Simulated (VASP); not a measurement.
# BAs (P6_3/mmc) in VASP: single point with PBEsol

Aim: the single point of BAs with PBEsol.

Program: VASP 6.6.1. These are calculated values, not measurements. Logs are shortened: lines on timing, memory, paths and dates and some standing lists are left out, and cuts for length are marked.

## (1) The cell of the first run

The structure is hexagonal, space group P6_3/mmc (No. 194). Conventional cell: a = 3.366 Å, b = 3.366 Å, c = 8.745 Å, α = 90.00°, β = 90.00°, γ = 120.00°. B (site symmetry -6m2) has 3 As at 1.94 Å within 2.6 Å. As (site symmetry -6m2) has 3 B at 1.94 Å within 2.6 Å.

## (2) Single point, PBEsol

INCAR

```
SYSTEM = BAs
PREC = Accurate
ENCUT = 520
EDIFF = 1E-6
ISMEAR = 0
SIGMA = 0.01
LREAL = .False.
LASPH = .True.
NELM = 80
ALGO = Normal
ISIF = 2
LWAVE = .False.
LCHARG = .False.
GGA = PS
NBANDS = 16
```

KPOINTS

```
regular mesh
0
Gamma
  6 6 2
  0 0 0
```

POSCAR

```
BAs
1.0
    3.3658576581      0.0000000000      0.0000000000
   -1.6829288290      2.9149182375      0.0000000000
    0.0000000000      0.0000000000      8.7445942720
B As
2 2
Direct
    0.3333333333      0.6666666667      0.2500000000
    0.6666666667      0.3333333333      0.7500000000
    0.6666666667      0.3333333333      0.2500000000
    0.3333333333      0.6666666667      0.7500000000
```

Potentials or basis: VASP PAW PBE potentials, release 64 (B, As).

Run with:

```bash
> cat potpaw_PBE.64/B/POTCAR potpaw_PBE.64/As/POTCAR > POTCAR
> mpirun -np 1 vasp_std > vasp.out
```

OUTCAR:

```text
SYSTEM = BAs
   PREC = Accurate
   ENCUT = 520
   EDIFF = 1E-6
   ISMEAR = 0
   LREAL = .False.
   LASPH = .True.
   NELM = 80
   ISIF = 2
   GGA = PS

 ion  position               nearest neighbor table
   1  0.333  0.667  0.250-   3 1.94   3 1.94   3 1.94
   2  0.667  0.333  0.750-   4 1.94   4 1.94   4 1.94
   3  0.667  0.333  0.250-   1 1.94   1 1.94   1 1.94
   4  0.333  0.667  0.750-   2 1.94   2 1.94   2 1.94

  LATTYP: Found a hexagonal cell.
 ALAT       =     3.3658576581
 C/A-ratio  =     2.5980285444

  Lattice vectors:

 A1 = (   3.3658576581,   0.0000000000,   0.0000000000)
 A2 = (  -1.6829288290,   2.9149182375,   0.0000000000)
 A3 = (   0.0000000000,   0.0000000000,   8.7445942720)

Analysis of symmetry for initial positions (statically):
=====================================================================
 Subroutine PRICEL returns:
 Original cell was already a primitive cell.

 Routine SETGRP: Setting up the symmetry group for a
 hexagonal supercell.

 Subroutine GETGRP returns: Found 24 space group operations
 (whereof 12 operations were pure point group operations)
 out of a pool of 24 trial point group operations.

The static configuration has the point symmetry D_3d.
 The point group associated with its full space group is D_6h.

Analysis of symmetry for dynamics (positions and initial velocities):
=====================================================================
 Subroutine PRICEL returns:
 Original cell was already a primitive cell.

 Routine SETGRP: Setting up the symmetry group for a
 hexagonal supercell.

 Subroutine GETGRP returns: Found 24 space group operations
 (whereof 12 operations were pure point group operations)
 out of a pool of 24 trial point group operations.

The dynamic configuration has the point symmetry D_3d.
 The point group associated with its full space group is D_6h.

 Subroutine INISYM returns: Found 24 space group operations
 (whereof 12 operations are pure point group operations),
 and found     1 'primitive' translations

----------------------------------------------------------------------------------------

                                     Primitive cell

  volume of cell :      85.7950

  direct lattice vectors                    reciprocal lattice vectors
     3.365857658  0.000000000  0.000000000     0.297101096  0.171531398  0.000000000
    -1.682928829  2.914918237  0.000000000     0.000000000  0.343062796  0.000000000
     0.000000000  0.000000000  8.744594272     0.000000000  0.000000000  0.114356363

  length of vectors
     3.365857658  3.365857658  8.744594272     0.343062796  0.343062796  0.114356363

  position of ions in fractional coordinates (direct lattice)
     0.333333333  0.666666667  0.250000000
     0.666666667  0.333333333  0.750000000
     0.666666667  0.333333333  0.250000000
     0.333333333  0.666666667  0.750000000

  ion indices of the primitive-cell ions
   primitive index   ion index
                 1           1
                 2           2
                 3           3
                 4           4

----------------------------------------------------------------------------------------

 KPOINTS: regular mesh

Automatic generation of k-mesh.
 Grid dimensions read from file:
 generate k-points for:    6    6    2

 Generating k-lattice:

  Cartesian coordinates                     Fractional coordinates (reciprocal lattice)
     0.049516849  0.028588566  0.000000000     0.166666667  0.000000000  0.000000000
     0.000000000  0.057177133  0.000000000     0.000000000  0.166666667  0.000000000
     0.000000000  0.000000000  0.057178182     0.000000000  0.000000000  0.500000000

  Length of vectors
     0.057177133  0.057177133  0.057178182

  Shift w.r.t. Gamma in fractional coordinates (k-lattice)
     0.000000000  0.000000000  0.000000000

 Subroutine IBZKPT returns following result:
 ===========================================

 Found     14 irreducible k-points:

 Following reciprocal coordinates:
            Coordinates               Weight
  0.000000  0.000000  0.000000      1.000000
  0.166667  0.000000  0.000000      6.000000
  0.333333  0.000000  0.000000      6.000000
  0.500000  0.000000  0.000000      3.000000
  0.166667  0.166667  0.000000      6.000000
  0.333333  0.166667  0.000000     12.000000
  0.333333  0.333333  0.000000      2.000000
  0.000000  0.000000  0.500000      1.000000
  0.166667  0.000000  0.500000      6.000000
  0.333333  0.000000  0.500000      6.000000
  0.500000  0.000000  0.500000      3.000000
  0.166667  0.166667  0.500000      6.000000
  0.333333  0.166667  0.500000     12.000000
  0.333333  0.333333  0.500000      2.000000
   k-points           NKPTS =     14   k-points in BZ     NKDIM =     14   number of bands    NBANDS=     16
   number of dos      NEDOS =    301   number of ions     NIONS =      4
   total plane-waves  NPLWV =  54880
   dimension x,y,z NGX =    28 NGY =   28 NGZ =   70
   dimension x,y,z NGXF=    56 NGYF=   56 NGZF=  140
   ions per type =               2   2
   NGX,Y,Z   is equivalent  to a cutoff of  13.83, 13.83, 13.31 a.u.
   NGXF,Y,Z  is equivalent  to a cutoff of  27.66, 27.66, 26.62 a.u.
 SYSTEM =  BAs
   PREC   = accura    normal or accurate (medium, high low for compatibility)
   ISTART =      0    job   : 0-new  1-cont  2-samecut
   ICHARG =      2    charge: 1-file 2-atom 10-const
   ISPIN  =      1    spin polarized calculation?
   LNONCOLLINEAR =      F non collinear calculations
   LSORBIT =      F    spin-orbit coupling
   LASPH  =      T    aspherical Exc in radial PAW
   ENCUT  =  520.0 eV  38.22 Ry    6.18 a.u.   6.26  6.26 16.26*2*pi/ulx,y,z
   NELM   =     80;   NELMIN=  2; NELMDL= -5     # of ELM steps
   EDIFF  = 0.1E-05   stopping-criterion for ELM
   LREAL  =      F    real-space projection
[... 7 lines left out ...]
   TEBEG  =    0.0;   TEEND  =   0.0 temperature during run
   PSTRESS=    0.0 pullay stress
   NELECT =      16.0000    total number of electrons
   NUPDOWN=      -1.0000    fix difference up-down
   EMIN   =  10.00;   EMAX   =-10.00  energy-range for DOS
   EFERMI =   0.00;   METHOD = LEGACY
   ISMEAR =     0;   SIGMA  =   0.01  broadening in eV -4-tet -1-fermi 0-gaus
   EFERMI_NEDOS =   21; number of points for ismear=-14 and -15
   IALGO  =     38    algorithm
   IMIX   =      4    mixing-type and parameters
     AMIX     =   0.40;   BMIX     =  1.00
     AMIX_MAG =   1.60;   BMIX_MAG =  1.00
  volume/ion in A,a.u.               =      21.45       144.74
  Fermi-wavevector in a.u.,A,eV,Ry     =   0.935321  1.767501 11.902733  0.874826
  Thomas-Fermi vector in A             =   2.062217
   LORBIT       =      0    0 simple, 1 ext, 2 COOP (PROOUT), +10 PAW based schemes
   GGA     = PS    functional components
   LHFCALC =     F    Hartree Fock is set to
   AEXX    =    0.0000 exact exchange contribution
   IVDW    =     0    specifies the selected vdW correction
   LEPSILON=     F    determine dielectric tensor
   LRPA    =     F    only Hartree local field effects (RPA)
 non-spin polarized calculation
 Gauss-broadening in eV      SIGMA  =   0.01
  energy-cutoff  :      520.00
  volume of cell :       85.79
 maximum number of plane-waves:      2348
 NGX is ok and might be reduce to    28
   NGX = 13   NGY = 13   NGZ = 33

 number of electron      16.0000000 magnetization

 Free energy of the ion-electron system (eV)
  ---------------------------------------------------
  ext. energy  EPLUGINS =         0.00000000
  ---------------------------------------------------
  free energy    TOTEN  =       -22.50604886 eV

  energy without entropy =      -22.50604886  energy(sigma->0) =      -22.50604886

 E-fermi :   1.8549     XC(G=0):  -8.3291

 val. band max:        1.7637300724   @ k =   0.3333   0.3333   0.5000
 cond. band min:       2.4742119116   @ k =   0.3333   0.3333   0.5000
 fundamental gap:      0.7104818392
 Fermi energy:         1.8549404173

 k-point     1 :       0.0000    0.0000    0.0000
  band No.  band energies     occupation
      1     -12.1742      2.00000
      2     -12.0683      2.00000
      3      -2.7935      2.00000
      4      -1.6110      2.00000
      5       0.2668      2.00000
      6       0.2668      2.00000
[... 8 lines left out ...]
     15       6.6667      0.00000
     16       8.9926      0.00000

 k-point     2 :       0.1667    0.0000    0.0000
  band No.  band energies     occupation
      1     -11.7859      2.00000
      2     -11.6830      2.00000
      3      -2.3470      2.00000
      4      -1.7686      2.00000
      5      -1.7121      2.00000
      6      -1.1812      2.00000
[... 8 lines left out ...]
     15       8.1469      0.00000
     16       8.2257      0.00000

 k-point     3 :       0.3333    0.0000    0.0000
  band No.  band energies     occupation
      1     -10.7004      2.00000
      2     -10.6095      2.00000
      3      -4.8140      2.00000
      4      -4.7434      2.00000
      5      -1.4560      2.00000
      6      -1.4124      2.00000
[... 8 lines left out ...]
     15      10.3602      0.00000
     16      11.4466      0.00000

 k-point     4 :       0.5000    0.0000    0.0000
  band No.  band energies     occupation
      1      -9.7037      2.00000
      2      -9.6504      2.00000
      3      -6.5108      2.00000
      4      -6.4558      2.00000
      5      -1.8477      2.00000
      6      -1.8029      2.00000
[... 8 lines left out ...]
     15      10.2930      0.00000
     16      12.4132      0.00000
[... 134 lines left out ...]
 k-point    12 :       0.1667    0.1667    0.5000
  band No.  band energies     occupation
      1     -10.9943      2.00000
      2     -10.9943      2.00000
      3      -3.6853      2.00000
      4      -3.6853      2.00000
      5      -1.9028      2.00000
      6      -1.9028      2.00000
[... 8 lines left out ...]
     15       8.1638      0.00000
     16       8.1638      0.00000

 k-point    13 :       0.3333    0.1667    0.5000
  band No.  band energies     occupation
      1      -9.7863      2.00000
      2      -9.7863      2.00000
      3      -5.8448      2.00000
      4      -5.8448      2.00000
      5      -3.0161      2.00000
      6      -3.0161      2.00000
[... 8 lines left out ...]
     15      10.1104      0.00000
     16      10.1104      0.00000

 k-point    14 :       0.3333    0.3333    0.5000
  band No.  band energies     occupation
      1      -9.1683      2.00000
      2      -9.1683      2.00000
      3      -6.1194      2.00000
      4      -6.1194      2.00000
      5      -4.3116      2.00000
      6      -4.3116      2.00000
[... 8 lines left out ...]
     15      10.8128      0.00000
     16      10.8128      0.00000

------------------------ aborting loop because EDIFF is reached ----------------------------------------

  FORCE on cell =-STRESS in cart. coord.  units (eV):
  Direction    XX          YY          ZZ          XY          YZ          ZX
  --------------------------------------------------------------------------------------
  -------------------------------------------------------------------------------------
  Total        0.3296249      0.3296249     -0.1052811      0.0000000     -0.0000000     -0.0000000
  in kB        6.1555781      6.1555781     -1.9660712      0.0000000     -0.0000000     -0.0000000
  external PRESSURE =       3.4483617 kB  Pullay stress =       0.0000000 kB

 VOLUME and BASIS-vectors are now :
 -----------------------------------------------------------------------------
  energy-cutoff  :      520.00
  volume of cell :       85.79
      direct lattice vectors                 reciprocal lattice vectors
     3.365857658  0.000000000  0.000000000     0.297101096  0.171531398  0.000000000
    -1.682928829  2.914918237  0.000000000     0.000000000  0.343062796  0.000000000
     0.000000000  0.000000000  8.744594272     0.000000000  0.000000000  0.114356363

 POSITION                                       TOTAL-FORCE (eV/Angst)
 -----------------------------------------------------------------------------------
     -0.00000      1.94328      2.18615         0.000000      0.000000     -0.000000
      1.68293      0.97164      6.55845        -0.000000     -0.000000      0.000000
      1.68293      0.97164      2.18615         0.000000     -0.000000      0.000000
     -0.00000      1.94328      6.55845        -0.000000      0.000000      0.000000
 -----------------------------------------------------------------------------------
    total drift:                               -0.000000      0.000000      0.000000

  FREE ENERGIE OF THE ION-ELECTRON SYSTEM (eV)
  ---------------------------------------------------
  free  energy   TOTEN  =       -22.5060488646 eV

  energy  without entropy=      -22.5060488646  energy(sigma->0) =      -22.50604886
```

It took 18 s on 1 thread of Intel Xeon 6975P-C, shared host; peak memory 0.22 GiB.

Results:

- Free energy: -22.5060 eV
- Pressure: 0.3 GPa
- Band gap on the k mesh: 0.71 eV, direct

Levels at points of the mesh, in eV from the valence-band top:
```tsv
k point	band 5	band 6	band 7	band 8	band 9	band 10	band 11	band 12
(0.00, 0.00, 0.00)	-1.50	-1.50	-1.46	-1.46	3.20	3.92	4.11	4.82
(0.50, 0.00, 0.00)	-3.61	-3.57	-1.51	-0.58	0.90	2.03	2.44	2.62
(0.00, 0.00, 0.50)	-1.48	-1.48	-1.48	-1.48	3.99	3.99	4.86	4.86
(0.50, 0.00, 0.50)	-3.59	-3.59	-1.08	-1.08	1.39	1.39	2.53	2.53
```

Caveat: the PAW data sets were made with another functional, which shifts forces and pressure a little; this functional lacks dispersion, which binds the layers, so the pressure and a relaxed spacing across them are unreliable. A k mesh can miss the band edges.
